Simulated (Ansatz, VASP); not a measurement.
One calculation of V, two programs

```
V
1.0
     2.69235    0.00000    0.00000
    -1.34617    2.33164    0.00000
     0.00000    0.00000    4.39661
V
2
Direct
  0.33333 0.66667 0.25000
  0.66667 0.33333 0.75000
```

Alike in both runs: task relaxation of cell and atoms; functional LDA; k mesh 9 × 9 × 4; occupations gaussian, width 0.1 eV; no spin polarisation.

|  | VASP | Ansatz |
| --- | --- | --- |
| version | VASP 6.6.1 | Ansatz 0.2.0 |
| potentials or method | VASP PAW LDA potentials, release 64 (V_sv), cutoff 500 eV | scalar-relativistic, plane waves, PAW |
| valence electrons in the cell | 26 | 26 |

Ansatz gave:

- gap on the k mesh at the Fermi level, each at its own relaxed structure (eV): none
- relaxed volume (Å³/atom): 12.88
- relaxed cell length with the largest relative difference (Å): 2.534

Problem. Estimate VASP's values.

Solution. gap on the k mesh at the Fermi level, each at its own relaxed structure (eV): none; relaxed volume (Å³/atom): 12.92; relaxed cell length with the largest relative difference (Å): 2.541.

LDA's correlation is that of Perdew and Zunger in VASP and of Perdew and Wang (1992) in Ansatz. A gap of «none» marks a metal or a gap that the smearing closes.
